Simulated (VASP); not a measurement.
# Au (Fm-3m) in VASP: notebook

Runs on Au. Level: PBE. Tasks: single point.

Program: VASP 6.6.1. These are calculated values, not measurements. Logs are shortened: lines on timing, memory, paths and dates and some standing lists are left out, and cuts for length are marked.

## Step 1: The cell of the first run

The structure is cubic, space group Fm-3m (No. 225). Conventional cell: a = 3.983 Å, b = 3.983 Å, c = 3.983 Å, α = 90.00°, β = 90.00°, γ = 90.00°. Au (site symmetry m-3m) has 12 Au at 2.82 Å within 3.7 Å.

## Step 2: Single point, PBE (volume scaled by 0.88)

File INCAR:

```
PREC     = Accurate       # precision mode
ENCUT    = 520            # plane-wave cutoff, eV
EDIFF    = 1E-6           # SCF threshold, eV
ISMEAR   = -1             # smearing method
SIGMA    = 0.1            # smearing width, eV
LREAL    = F              # projectors in reciprocal space
LASPH    = T              # aspherical terms in the spheres
NELM     = 80             # most SCF steps
ALGO     = Normal         # electronic algorithm
ISIF     = 2              # what is computed and relaxed
LWAVE    = F              # write WAVECAR
LCHARG   = T              # write CHGCAR
GGA      = PE             # functional
LELF     = T              # ELF
LVHAR    = T            
NBANDS   = 12             # bands
```

File KPOINTS:

```
regular mesh
0
Gamma
  21 21 21
```

File POSCAR:

```
Au
1.0
    0.0000000000      1.9915587146      1.9915587146
    1.9915587146      0.0000000000      1.9915587146
    1.9915587146      1.9915587146      0.0000000000
Au
1
Direct
    0.0000000000      0.0000000000      0.0000000000
```

Potentials or basis: VASP PAW PBE potentials, release 64 (Au).

Launch:

```bash
> cat potpaw_PBE.64/Au/POTCAR > POTCAR
> mpirun -np 1 vasp_std > vasp.out
```

OUTCAR:

```text
PREC = Accurate
   ENCUT = 520
   EDIFF = 1E-6
   ISMEAR = -1
   LREAL = F
   LASPH = T
   NELM = 80
   ISIF = 2
   GGA = PE

 ion  position               nearest neighbor table
   1  0.000  0.000  0.000-

  LATTYP: Found a face centered cubic cell.
 ALAT       =     3.9831174292

  Lattice vectors:

 A1 = (   0.0000000000,   1.9915587146,   1.9915587146)
 A2 = (   1.9915587146,   0.0000000000,   1.9915587146)
 A3 = (   1.9915587146,   1.9915587146,   0.0000000000)

Analysis of symmetry for initial positions (statically):
=====================================================================
 Subroutine PRICEL returns:
 Original cell was already a primitive cell.

 Routine SETGRP: Setting up the symmetry group for a
 face centered cubic supercell.

 Subroutine GETGRP returns: Found 48 space group operations
 (whereof 48 operations were pure point group operations)
 out of a pool of 48 trial point group operations.

The static configuration has the point symmetry O_h .

Analysis of symmetry for dynamics (positions and initial velocities):
=====================================================================
 Subroutine PRICEL returns:
 Original cell was already a primitive cell.

 Routine SETGRP: Setting up the symmetry group for a
 face centered cubic supercell.

 Subroutine GETGRP returns: Found 48 space group operations
 (whereof 48 operations were pure point group operations)
 out of a pool of 48 trial point group operations.

The dynamic configuration has the point symmetry O_h .

 Subroutine INISYM returns: Found 48 space group operations
 (whereof 48 operations are pure point group operations),
 and found     1 'primitive' translations

----------------------------------------------------------------------------------------

                                     Primitive cell

  volume of cell :      15.7983

  direct lattice vectors                    reciprocal lattice vectors
     0.000000000  1.991558715  1.991558715    -0.251059633  0.251059633  0.251059633
     1.991558715  0.000000000  1.991558715     0.251059633 -0.251059633  0.251059633
     1.991558715  1.991558715  0.000000000     0.251059633  0.251059633 -0.251059633

  length of vectors
     2.816489344  2.816489344  2.816489344     0.434848040  0.434848040  0.434848040

  position of ions in fractional coordinates (direct lattice)
     0.000000000  0.000000000  0.000000000

  ion indices of the primitive-cell ions
   primitive index   ion index
                 1           1

----------------------------------------------------------------------------------------

 KPOINTS: regular mesh

Automatic generation of k-mesh.
 Grid dimensions read from file:
 generate k-points for:   21   21   21

 Generating k-lattice:

  Cartesian coordinates                     Fractional coordinates (reciprocal lattice)
    -0.011955221  0.011955221  0.011955221     0.047619048  0.000000000  0.000000000
     0.011955221 -0.011955221  0.011955221     0.000000000  0.047619048  0.000000000
     0.011955221  0.011955221 -0.011955221     0.000000000  0.000000000  0.047619048

  Length of vectors
     0.020707050  0.020707050  0.020707050

  Shift w.r.t. Gamma in fractional coordinates (k-lattice)
     0.000000000  0.000000000  0.000000000

 Subroutine IBZKPT returns following result:
 ===========================================

 Found    286 irreducible k-points:

 Following reciprocal coordinates:
            Coordinates               Weight
  0.000000  0.000000  0.000000      1.000000
  0.047619  0.000000  0.000000      8.000000
  0.095238  0.000000  0.000000      8.000000
  0.142857  0.000000  0.000000      8.000000
  0.190476  0.000000  0.000000      8.000000
  0.238095  0.000000  0.000000      8.000000
[... 16 lines left out ...]
 -0.428571  0.047619  0.000000     24.000000
 -0.380952  0.047619  0.000000     24.000000
 [... further k-points ...]
   k-points           NKPTS =    286   k-points in BZ     NKDIM =    286   number of bands    NBANDS=     12
   number of dos      NEDOS =    301   number of ions     NIONS =      1
   total plane-waves  NPLWV =  13824
   dimension x,y,z NGX =    24 NGY =   24 NGZ =   24
   dimension x,y,z NGXF=    48 NGYF=   48 NGZF=   48
   ions per type =               1
   NGX,Y,Z   is equivalent  to a cutoff of  14.17, 14.17, 14.17 a.u.
   NGXF,Y,Z  is equivalent  to a cutoff of  28.33, 28.33, 28.33 a.u.
 SYSTEM =  unknown system
   PREC   = accura    normal or accurate (medium, high low for compatibility)
   ISTART =      0    job   : 0-new  1-cont  2-samecut
   ICHARG =      2    charge: 1-file 2-atom 10-const
   ISPIN  =      1    spin polarized calculation?
   LNONCOLLINEAR =      F non collinear calculations
   LSORBIT =      F    spin-orbit coupling
   LASPH  =      T    aspherical Exc in radial PAW
   ENCUT  =  520.0 eV  38.22 Ry    6.18 a.u.   5.24  5.24  5.24*2*pi/ulx,y,z
   NELM   =     80;   NELMIN=  2; NELMDL= -5     # of ELM steps
   EDIFF  = 0.1E-05   stopping-criterion for ELM
   LREAL  =      F    real-space projection
   EDIFFG = 0.1E-04   stopping-criterion for IOM
   NSW    =      0    number of steps for IOM
   IBRION =     -1    ionic relax: 0-MD 1-quasi-New 2-CG
   NFREE  =      0    steps in history (QN), initial steepest desc. (CG)
   ISIF   =      2    stress and relaxation
   ISYM   =      2    0-nonsym 1-usesym 2-fastsym
   POTIM  = 0.5000    time-step for ionic-motion
   TEBEG  =    0.0;   TEEND  =   0.0 temperature during run
   PSTRESS=    0.0 pullay stress
   NELECT =      11.0000    total number of electrons
   NUPDOWN=      -1.0000    fix difference up-down
   EMIN   =  10.00;   EMAX   =-10.00  energy-range for DOS
   EFERMI =   0.00;   METHOD = LEGACY
   ISMEAR =    -1;   SIGMA  =   0.10  broadening in eV -4-tet -1-fermi 0-gaus
   EFERMI_NEDOS =   21; number of points for ismear=-14 and -15
   IALGO  =     38    algorithm
   IMIX   =      4    mixing-type and parameters
     AMIX     =   0.40;   BMIX     =  1.00
     AMIX_MAG =   1.60;   BMIX_MAG =  1.00
  volume/ion in A,a.u.               =      15.80       106.61
  Fermi-wavevector in a.u.,A,eV,Ry     =   1.451006  2.742004 28.645966  2.105419
  Thomas-Fermi vector in A             =   2.568553
   LORBIT       =      0    0 simple, 1 ext, 2 COOP (PROOUT), +10 PAW based schemes
   GGA     = PE    functional components
   LHFCALC =     F    Hartree Fock is set to
   AEXX    =    0.0000 exact exchange contribution
   IVDW    =     0    specifies the selected vdW correction
   LEPSILON=     F    determine dielectric tensor
   LRPA    =     F    only Hartree local field effects (RPA)
 non-spin polarized calculation
  energy-cutoff  :      520.00
  volume of cell :       15.80
 maximum number of plane-waves:       444
 NGX is ok and might be reduce to    24
   NGX = 11   NGY = 11   NGZ = 11

 number of electron      11.0000002 magnetization

 Free energy of the ion-electron system (eV)
  ---------------------------------------------------
  ext. energy  EPLUGINS =         0.00000000
  ---------------------------------------------------
  free energy    TOTEN  =        -3.07356516 eV

  energy without entropy =       -3.06462166  energy(sigma->0) =       -3.06909341

 E-fermi :  10.8642     XC(G=0): -13.1764

 val. band max:       10.8265466344   @ k =   0.4762   0.4286   0.0476
 cond. band min:      10.8846926445   @ k =  -0.3810   0.1429   0.0000
 fundamental gap:      0.0581460101
 Fermi energy:        10.8642473820

 k-point     1 :       0.0000    0.0000    0.0000
  band No.  band energies     occupation
      1       0.1062      2.00000
      2       5.6679      2.00000
      3       5.6679      2.00000
      4       5.6679      2.00000
      5       7.3979      2.00000
      6       7.3979      2.00000
      7      25.1793      0.00000
      8      29.6195      0.00000
      9      29.6195      0.00000
     10      29.6195      0.00000
     11      34.7769      0.00000
     12      40.3280      0.00000

 k-point     2 :       0.0476    0.0000    0.0000
  band No.  band energies     occupation
      1       0.1915      2.00000
      2       5.6368      2.00000
      3       5.6991      2.00000
      4       5.6991      2.00000
      5       7.3825      2.00000
      6       7.3825      2.00000
      7      25.2931      0.00000
      8      29.0811      0.00000
      9      29.7332      0.00000
     10      29.7332      0.00000
     11      35.3056      0.00000
     12      39.1146      0.00000

 k-point     3 :       0.0952    0.0000    0.0000
  band No.  band energies     occupation
      1       0.4420      2.00000
      2       5.5540      2.00000
      3       5.7840      2.00000
      4       5.7840      2.00000
      5       7.3464      2.00000
      6       7.3464      2.00000
      7      25.5997      0.00000
      8      27.8798      0.00000
      9      30.0638      0.00000
     10      30.0638      0.00000
     11      35.8514      0.00000
     12      38.0504      0.00000
[... 286 lines left out ...]
 k-point    23 :      -0.4286    0.0476    0.0000
  band No.  band energies     occupation
      1       2.8169      2.00000
      2       5.6103      2.00000
      3       5.6886      2.00000
      4       8.0395      2.00000
      5       8.5936      2.00000
      6       9.5667      2.00000
      7      15.1667      0.00000
      8      24.8537      0.00000
      9      28.1372      0.00000
     10      28.8815      0.00000
     11      36.4034      0.00000
     12      36.8209      0.00000

 k-point    24 :      -0.3810    0.0476    0.0000
  band No.  band energies     occupation
      1       2.8078      2.00000
      2       5.6816      2.00000
      3       5.7475      2.00000
      4       7.3926      2.00000
      5       8.3350      2.00000
      6       8.9776      2.00000
      7      16.7295      0.00000
      8      25.1269      0.00000
      9      28.4627      0.00000
     10      29.6752      0.00000
     11      35.5252      0.00000
     12      36.3501      0.00000

 [... further k-points ...]
[... 5 lines left out ...]
  --------------------------------------------------------------------------------------
  -------------------------------------------------------------------------------------
  Total        2.5448899      2.5448899      2.5448899     -0.0000000      0.0000000     -0.0000000
  in kB      258.0894440    258.0894440    258.0894440     -0.0000000      0.0000000     -0.0000000
  external PRESSURE =     258.0894440 kB  Pullay stress =       0.0000000 kB

 VOLUME and BASIS-vectors are now :
 -----------------------------------------------------------------------------
  energy-cutoff  :      520.00
  volume of cell :       15.80
      direct lattice vectors                 reciprocal lattice vectors
     0.000000000  1.991558715  1.991558715    -0.251059633  0.251059633  0.251059633
     1.991558715  0.000000000  1.991558715     0.251059633 -0.251059633  0.251059633
     1.991558715  1.991558715  0.000000000     0.251059633  0.251059633 -0.251059633

 POSITION                                       TOTAL-FORCE (eV/Angst)
 -----------------------------------------------------------------------------------
      0.00000      0.00000      0.00000        -0.000000      0.000000      0.000000
 -----------------------------------------------------------------------------------
    total drift:                               -0.000000      0.000000      0.000000

  FREE ENERGIE OF THE ION-ELECTRON SYSTEM (eV)
  ---------------------------------------------------
  free  energy   TOTEN  =        -3.0735651629 eV

  energy  without entropy=       -3.0646216587  energy(sigma->0) =       -3.06909341
```

Wall time 26 s (1 thread of Intel Xeon Platinum 8375C at 2.90GHz (Ice Lake), shared host); peak memory 0.18 GiB.

What came out:

| Property | Result |
| --- | --- |
| Free energy | -3.0736 eV |
| Pressure | 25.8 GPa |

Levels at points of the mesh, in eV from the Fermi level:
| k point | band 4 | band 5 | band 6 | band 7 | band 8 | band 9 |
| --- | --- | --- | --- | --- | --- | --- |
| (0.00, 0.00, 0.00) | -5.20 | -3.47 | -3.47 | 14.32 | 18.76 | 18.76 |

Caveat: spin-orbit coupling is left out, which moves the levels of the heavy elements.

## Step 3: Single point, PBE (volume scaled by 0.92)

File INCAR:

```
PREC = Accurate
ENCUT = 520
EDIFF = 1E-6
ISMEAR = -1
SIGMA = 0.1
LREAL = F
LASPH = T
NELM = 100
ALGO = Normal
ISIF = 2
LWAVE = F
LCHARG = F
GGA = PE
NBANDS = 12
```

File KPOINTS:

```
Automatic mesh
0
Gamma
  21 21 21
```

File POSCAR:

```
Au
1.0
    0.0000000000      2.0212878545      2.0212878545
    2.0212878545      0.0000000000      2.0212878545
    2.0212878545      2.0212878545      0.0000000000
Au
1
Direct
    0.0000000000      0.0000000000      0.0000000000
```

Potentials or basis: VASP PAW PBE potentials, release 64 (Au).

Launch:

```bash
> cat potpaw_PBE.64/Au/POTCAR > POTCAR
> mpirun -np 1 vasp_std > vasp.out
```

OUTCAR:

```text
PREC = Accurate
   ENCUT = 520
   EDIFF = 1E-6
   ISMEAR = -1
   LREAL = F
   LASPH = T
   NELM = 100
   ISIF = 2
   GGA = PE

 ion  position               nearest neighbor table
   1  0.000  0.000  0.000-

  LATTYP: Found a face centered cubic cell.
 ALAT       =     4.0425757090

  Lattice vectors:

 A1 = (   0.0000000000,   2.0212878545,   2.0212878545)
 A2 = (   2.0212878545,   0.0000000000,   2.0212878545)
 A3 = (   2.0212878545,   2.0212878545,   0.0000000000)

Analysis of symmetry for initial positions (statically):
[... 528 lines left out ...]
      4       6.8083      2.00000
      5       7.6103      2.00000
      6       8.2378      2.00000
      7      15.6863      0.00000
      8      24.3762      0.00000
      9      27.2935      0.00000
     10      28.4882      0.00000
     11      34.2337      0.00000
     12      34.9331      0.00000

 [... further k-points ...]
[... 5 lines left out ...]
  --------------------------------------------------------------------------------------
  -------------------------------------------------------------------------------------
  Total        1.5179700      1.5179700      1.5179700      0.0000000      0.0000000     -0.0000000
  in kB      147.2513425    147.2513425    147.2513425      0.0000000      0.0000000     -0.0000000
  external PRESSURE =     147.2513425 kB  Pullay stress =       0.0000000 kB

 VOLUME and BASIS-vectors are now :
 -----------------------------------------------------------------------------
  energy-cutoff  :      520.00
  volume of cell :       16.52
      direct lattice vectors                 reciprocal lattice vectors
     0.000000000  2.021287855  2.021287855    -0.247367043  0.247367043  0.247367043
     2.021287855  0.000000000  2.021287855     0.247367043 -0.247367043  0.247367043
     2.021287855  2.021287855  0.000000000     0.247367043  0.247367043 -0.247367043

 POSITION                                       TOTAL-FORCE (eV/Angst)
 -----------------------------------------------------------------------------------
      0.00000      0.00000      0.00000         0.000000      0.000000      0.000000
 -----------------------------------------------------------------------------------
    total drift:                               -0.000000     -0.000000     -0.000000

  FREE ENERGIE OF THE ION-ELECTRON SYSTEM (eV)
  ---------------------------------------------------
  free  energy   TOTEN  =        -3.1639284272 eV

  energy  without entropy=       -3.1542618460  energy(sigma->0) =       -3.15909514
```

Wall time 26 s (1 thread of Intel Xeon Platinum 8375C at 2.90GHz (Ice Lake), shared host); peak memory 0.18 GiB.

Results:

| Property | Result |
| --- | --- |
| Free energy | -3.1639 eV |
| Pressure | 14.7 GPa |

Caveat: spin-orbit coupling is left out, which moves the levels of the heavy elements.

## Step 4: Single point, PBE (volume scaled by 0.96)

File INCAR:

```
  PREC = Accurate
  ENCUT = 520
  EDIFF = 1E-6
  ISMEAR = -1
  SIGMA = 0.1
  LREAL = False
  LASPH = True
  NELM = 80
  ALGO = Normal
  ISIF = 2
  LWAVE = False
  LCHARG = False
  GGA = PE
  NBANDS = 12
```

File KPOINTS:

```
regular mesh
0
Gamma
  21 21 21
```

File POSCAR:

```
Au
1.0
    0.0000000000      2.0501672971      2.0501672971
    2.0501672971      0.0000000000      2.0501672971
    2.0501672971      2.0501672971      0.0000000000
Au
1
Direct
    0.0000000000      0.0000000000      0.0000000000
```

Launch:

```bash
> cat potpaw_PBE.64/Au/POTCAR > POTCAR
> mpirun -np 1 vasp_std > vasp.out
```

It took 26 s on 1 thread of Intel Xeon Platinum 8375C at 2.90GHz (Ice Lake), shared host; peak memory 0.19 GiB.

It converged, with:

| Quantity | Value |
| --- | --- |
| Free energy | -3.2108 eV |
| Pressure | 6.3 GPa |

Levels at points of the mesh, in eV from the Fermi level:
```csv
k point,band 4,band 5,band 6,band 7,band 8,band 9
"(0.00, 0.00, 0.00)",-4.67,-3.19,-3.19,14.50,18.43,18.43
```

Caveat: spin-orbit coupling is left out, which moves the levels of the heavy elements.

## Step 5: Overview

| cell | gap on the mesh (eV) | pressure (GPa) |
| --- | --- | --- |
| a = 2.816 Å, angles 60.0°, 1 atom | none | 25.8 |
| a = 2.859 Å, angles 60.0°, 1 atom | none | 14.7 |
| a = 2.899 Å, angles 60.0°, 1 atom | none | 6.3 |

Alike in all rows: task single point; level PBE; potentials or basis VASP PAW PBE potentials, release 64 (Au); no spin polarisation; k mesh 21 × 21 × 21; cutoff (eV) 520; smearing fermi-dirac 0.1 eV.

Caveats: spin-orbit coupling is left out, which moves the levels of the heavy elements.

Total energies depend on the potentials used, so only differences within one code and one set of settings carry meaning.
